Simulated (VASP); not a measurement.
# Li (P3m1) in VASP: notebook, part 2 of 2

VASP 6.6.1. The steps go on from the part before.

### Step 3. Relaxation of cell and atoms, PBE

Input file INCAR:

```
ALGO = Normal
EDIFF = 1E-7
EDIFFG = -0.04
ENCUT = 600
GGA = PE
IBRION = 2
ISIF = 3
ISMEAR = 0
LASPH = T
LCHARG = F
LREAL = F
LWAVE = F
NELM = 80
NSW = 90
PREC = Accurate
SIGMA = 0.1
```

Input file KPOINTS:

```
k-points
0
Gamma
  6 6 4
```

Input file POSCAR:

```
Li
1.0
    4.1120614100      0.0000000000      0.0000000000
   -2.0560307100      3.5611496500      0.0000000000
    0.0000000000      0.0000000000      4.1115724900
Li
4
Direct
    0.3333333300      0.6666666700      0.4683305100
    0.0000000000      0.0000000000      0.4043261300
    0.6666666700      0.3333333300      0.6693064800
    0.3333333300      0.6666666700      0.1278462000
```

Potentials or basis: VASP PAW PBE potentials, release 64 (Li_sv).

Launch:

```sh
$ cat potpaw_PBE.64/Li_sv/POTCAR > POTCAR
$ mpirun -np 1 vasp_std > vasp.out
```

OUTCAR:

```text
EDIFF = 1E-7
   EDIFFG = -0.04
   ENCUT = 600
   GGA = PE
   IBRION = 2
   ISIF = 3
   ISMEAR = 0
   LASPH = T
   LREAL = F
   NELM = 80
   NSW = 90
   PREC = Accurate

 ion  position               nearest neighbor table
   1  0.333  0.667  0.468-   4 1.40   2 2.39   2 2.39   2 2.39   3 2.51   3 2.51   3 2.51
   2  0.000  0.000  0.404-   1 2.39   1 2.39   1 2.39
   3  0.667  0.333  0.669-   1 2.51   1 2.51   1 2.51
   4  0.333  0.667  0.128-   1 1.40

  LATTYP: Found a hexagonal cell.
 ALAT       =     4.1120614100
 C/A-ratio  =     0.9998811010

  Lattice vectors:

 A1 = (   4.1120614100,   0.0000000000,   0.0000000000)
 A2 = (  -2.0560307100,   3.5611496500,   0.0000000000)
 A3 = (   0.0000000000,   0.0000000000,   4.1115724900)

Analysis of symmetry for initial positions (statically):
=====================================================================
 Subroutine PRICEL returns:
 Original cell was already a primitive cell.

 Routine SETGRP: Setting up the symmetry group for a
 hexagonal supercell.

 Subroutine GETGRP returns: Found  6 space group operations
 (whereof  6 operations were pure point group operations)
 out of a pool of 24 trial point group operations.

The static configuration has the point symmetry C_3v.

Analysis of symmetry for dynamics (positions and initial velocities):
=====================================================================
 Subroutine PRICEL returns:
 Original cell was already a primitive cell.

 Routine SETGRP: Setting up the symmetry group for a
 hexagonal supercell.

 Subroutine GETGRP returns: Found  6 space group operations
 (whereof  6 operations were pure point group operations)
 out of a pool of 24 trial point group operations.

The dynamic configuration has the point symmetry C_3v.

 Subroutine INISYM returns: Found  6 space group operations
 (whereof  6 operations are pure point group operations),
 and found     1 'primitive' translations

----------------------------------------------------------------------------------------

                                     Primitive cell

  volume of cell :      60.2085

  direct lattice vectors                    reciprocal lattice vectors
     4.112061410  0.000000000  0.000000000     0.243187030  0.140404097  0.000000000
    -2.056030710  3.561149650  0.000000000     0.000000000  0.280808194  0.000000000
     0.000000000  0.000000000  4.111572490     0.000000000  0.000000000  0.243215948

  length of vectors
     4.112061410  4.112061419  4.111572490     0.280808194  0.280808194  0.243215948

  position of ions in fractional coordinates (direct lattice)
     0.333333330  0.666666670  0.468330510
     0.000000000  0.000000000  0.404326130
     0.666666670  0.333333330  0.669306480
     0.333333330  0.666666670  0.127846200

  ion indices of the primitive-cell ions
   primitive index   ion index
                 1           1
                 2           2
                 3           3
                 4           4

----------------------------------------------------------------------------------------

 KPOINTS: k-points
[... 26 lines left out ...]
  0.166667  0.000000  0.000000      6.000000
  0.333333  0.000000  0.000000      6.000000
  0.500000  0.000000  0.000000      3.000000
  0.166667  0.166667  0.000000      6.000000
  0.333333  0.166667  0.000000     12.000000
[... 16 lines left out ...]
  0.333333  0.166667  0.500000     12.000000
  0.333333  0.333333  0.500000      2.000000
   k-points           NKPTS =     24   k-points in BZ     NKDIM =     24   number of bands    NBANDS=     10
   number of dos      NEDOS =    301   number of ions     NIONS =      4
   total plane-waves  NPLWV =  46656
   dimension x,y,z NGX =    36 NGY =   36 NGZ =   36
   dimension x,y,z NGXF=    72 NGYF=   72 NGZF=   72
   ions per type =               4
   NGX,Y,Z   is equivalent  to a cutoff of  14.55, 14.55, 14.56 a.u.
   NGXF,Y,Z  is equivalent  to a cutoff of  29.11, 29.11, 29.11 a.u.
 SYSTEM =  unknown system
   PREC   = accura    normal or accurate (medium, high low for compatibility)
   ISTART =      0    job   : 0-new  1-cont  2-samecut
   ICHARG =      2    charge: 1-file 2-atom 10-const
   ISPIN  =      1    spin polarized calculation?
   LNONCOLLINEAR =      F non collinear calculations
   LSORBIT =      F    spin-orbit coupling
   LASPH  =      T    aspherical Exc in radial PAW
   ENCUT  =  600.0 eV  44.10 Ry    6.64 a.u.   8.21  8.21  8.21*2*pi/ulx,y,z
   NELM   =     80;   NELMIN=  2; NELMDL= -5     # of ELM steps
   EDIFF  = 0.1E-06   stopping-criterion for ELM
   LREAL  =      F    real-space projection
   EDIFFG = -.4E-01   stopping-criterion for IOM
   NSW    =     90    number of steps for IOM
   IBRION =      2    ionic relax: 0-MD 1-quasi-New 2-CG
   NFREE  =      1    steps in history (QN), initial steepest desc. (CG)
   ISIF   =      3    stress and relaxation
   ISYM   =      2    0-nonsym 1-usesym 2-fastsym
   POTIM  = 0.5000    time-step for ionic-motion
   TEBEG  =    0.0;   TEEND  =   0.0 temperature during run
   PSTRESS=    0.0 pullay stress
   NELECT =      12.0000    total number of electrons
   NUPDOWN=      -1.0000    fix difference up-down
   EMIN   =  10.00;   EMAX   =-10.00  energy-range for DOS
   EFERMI =   0.00;   METHOD = LEGACY
   ISMEAR =     0;   SIGMA  =   0.10  broadening in eV -4-tet -1-fermi 0-gaus
   EFERMI_NEDOS =   21; number of points for ismear=-14 and -15
   IALGO  =     38    algorithm
   IMIX   =      4    mixing-type and parameters
     AMIX     =   0.40;   BMIX     =  1.00
     AMIX_MAG =   1.60;   BMIX_MAG =  1.00
  volume/ion in A,a.u.               =      15.05       101.58
  Fermi-wavevector in a.u.,A,eV,Ry     =   0.956275  1.807097 12.442001  0.914461
  Thomas-Fermi vector in A             =   2.085188
   LORBIT       =      0    0 simple, 1 ext, 2 COOP (PROOUT), +10 PAW based schemes
   GGA     = PE    functional components
   LHFCALC =     F    Hartree Fock is set to
   AEXX    =    0.0000 exact exchange contribution
   IVDW    =     0    specifies the selected vdW correction
   LEPSILON=     F    determine dielectric tensor
   LRPA    =     F    only Hartree local field effects (RPA)
 conjugate gradient relaxation of ions
 non-spin polarized calculation
 Gauss-broadening in eV      SIGMA  =   0.10
  energy-cutoff  :      600.00
  volume of cell :       60.21
 maximum number of plane-waves:      2032
 NGX is ok and might be reduce to    36
   NGX = 17   NGY = 17   NGZ = 17

--------------------------------------- Ionic step        1  -------------------------------------------

 number of electron      12.0000013 magnetization

 Free energy of the ion-electron system (eV)
  ---------------------------------------------------
  ext. energy  EPLUGINS =         0.00000000
  ---------------------------------------------------
  free energy    TOTEN  =        -4.05119813 eV

  energy without entropy =       -4.04054032  energy(sigma->0) =       -4.04586922

------------------------ aborting loop because EDIFF is reached ----------------------------------------

  FORCE on cell =-STRESS in cart. coord.  units (eV):
  Direction    XX          YY          ZZ          XY          YZ          ZX
  --------------------------------------------------------------------------------------
  -------------------------------------------------------------------------------------
  Total        3.2993101      3.2993101      6.5408548     -0.0000000      0.0000000      0.0000000
  in kB       87.7962465     87.7962468    174.0553296     -0.0000001      0.0000000      0.0000000
  external PRESSURE =     116.5492743 kB  Pullay stress =       0.0000000 kB
[... 95 lines left out ...]
  FREE ENERGIE OF THE ION-ELECTRON SYSTEM (eV)
  ---------------------------------------------------
  free  energy   TOTEN  =        -6.2699684627 eV

  energy  without entropy=       -6.2648375410  energy(sigma->0) =       -6.26740300

[... ionic steps 4 to 16 ...]

--------------------------------------- Ionic step       17  -------------------------------------------

 number of electron      11.9999984 magnetization

------------------------ aborting loop because EDIFF is reached ----------------------------------------
[... 71 lines left out ...]
--------------------------------------- Ionic step       19  -------------------------------------------

 number of electron      11.9999962 magnetization

 Free energy of the ion-electron system (eV)
  ---------------------------------------------------
  ext. energy  EPLUGINS =         0.00000000
  ---------------------------------------------------
  free energy    TOTEN  =        -6.66238662 eV

  energy without entropy =       -6.65962869  energy(sigma->0) =       -6.66100765

 E-fermi :   0.7347     XC(G=0):  -6.9851

 val. band max:        0.6245660781   @ k =   0.5000   0.0000   0.5000
 cond. band min:       0.7496384187   @ k =   0.3333   0.3333   0.5000
 fundamental gap:      0.1250723406
 Fermi energy:         0.7346773684

 k-point     1 :       0.0000    0.0000    0.0000
  band No.  band energies     occupation
      1     -46.3270      2.00000
      2     -46.2833      2.00000
      3     -46.2382      2.00000
      4     -46.2343      2.00000
      5      -2.8811      2.00000
      6       1.0167      0.00007
      7       1.5921      0.00000
      8       4.0595      0.00000
      9       4.0595      0.00000
     10       5.2748      0.00000
[... 328 lines left out ...]
  FREE ENERGIE OF THE ION-ELECTRON SYSTEM (eV)
  ---------------------------------------------------
  free  energy   TOTEN  =        -6.6623866183 eV

  energy  without entropy=       -6.6596286887  energy(sigma->0) =       -6.66100765

 reached required accuracy - stopping structural energy minimisation
```

OSZICAR:

```text
N       E                     dE             d eps       ncg     rms          rms(c)
DAV:   1     0.416643738640E+02    0.41664E+02   -0.68487E+03   480   0.135E+03
DAV:   2     0.867371771669E+01   -0.32991E+02   -0.32291E+02   502   0.220E+02
DAV:   3    -0.364072851978E+01   -0.12314E+02   -0.12141E+02   934   0.727E+01
[... 232 lines left out ...]
DAV:   6    -0.666238790853E+01   -0.17252E-05   -0.40974E-06   648   0.214E-02    0.286E-03
DAV:   7    -0.666238622296E+01    0.16856E-05   -0.33308E-07   534   0.843E-03    0.101E-03
DAV:   8    -0.666238654885E+01   -0.32589E-06   -0.86384E-08   282   0.384E-03    0.298E-04
DAV:   9    -0.666238666010E+01   -0.11124E-06   -0.13936E-08   280   0.169E-03    0.843E-05
DAV:  10    -0.666238661833E+01    0.41767E-07   -0.49996E-09   272   0.933E-04
  19 F= -.66623866E+01 E0= -.66610077E+01  d E =-.252410E-02
```

Run time: 6.3 min. Hardware: 1 thread of Intel Xeon 8259CL, shared host; peak memory 0.2 GiB.

Results:

- Free energy: -6.6624 eV
- Relaxed volume: 20.64 Å³/atom
- Relaxed cell: a = 4.306 Å, b = 4.306 Å, c = 5.141 Å, α = 90.00°, β = 90.00°, γ = 120.00°
- Space group after relaxing (to 0.1 Å): P6_3/mmc (No. 194)
- Energy gained by relaxing: 652.8 meV/atom
- Ionic steps: 19
- Pressure after relaxing: 0.1 GPa
- Largest force after relaxing: 0.010 eV/Å
- Band gap on the k mesh: zero (bands 6 and 7 overlap by 1.34 eV)

Forces in eV/Å, atoms in the order of the input:
```
Li   0.000  0.000  0.010
Li   0.000  0.000 -0.004
Li   0.000  0.000 -0.002
Li   0.000  0.000 -0.003
```

Stress tensor (GPa, compression positive):
```
 0.19  0.00  0.00
 0.00  0.19  0.00
 0.00  0.00 -0.05
```

Step by step:
```csv
step,energy change (eV),largest force (eV/Å),pressure (GPa),volume (Å³)
1,0.0000,4.9876,11.65,60.21
2,-1.8514,1.2530,6.07,70.23
3,-2.2188,0.4632,3.74,76.39
4,-2.2592,0.5842,2.91,79.28
5,-2.2591,0.6929,2.74,79.98
6,-2.3977,0.4072,1.05,85.54
7,-2.4470,0.2898,-0.72,91.94
8,-2.4471,0.2942,-0.60,91.49
9,-2.4671,0.2891,-0.44,90.32
10,-2.5080,0.2678,0.09,86.86
11,-2.4894,0.6353,1.41,80.21
12,-2.5180,0.2529,0.52,84.49
13,-2.5375,0.2294,0.35,84.49
14,-2.5779,0.1906,-0.12,84.48
15,-2.5762,0.1187,-0.90,84.36
16,-2.5902,0.1526,-0.55,84.44
17,-2.6080,0.0708,0.13,82.01
18,-2.6087,0.0493,0.29,81.48
19,-2.6112,0.0098,0.11,82.55
```

Final structure:
```
Li
1.0
     4.30603    0.00000    0.00000
    -2.15302    3.72913    0.00000
     0.00000    0.00000    5.14087
Li
4
Direct
  0.33333 0.66667 0.54144
  0.00000 0.00000 0.29365
  0.66667 0.33333 0.79271
  0.33333 0.66667 0.04200
```

Caveat: the k points lie up to 0.31 Å⁻¹ apart in the final cell, too coarse for converged energies and pressures of a metal; the cutoff is under 1.25 times the usual one of these potentials, so pressure, stress and relaxed cells hold a basis-set (Pulay) error; the volume moved by over 15 % at a fixed basis, so the end points are rough.

The gap in the log of VASP goes by the Fermi energy; the results here count the filled bands.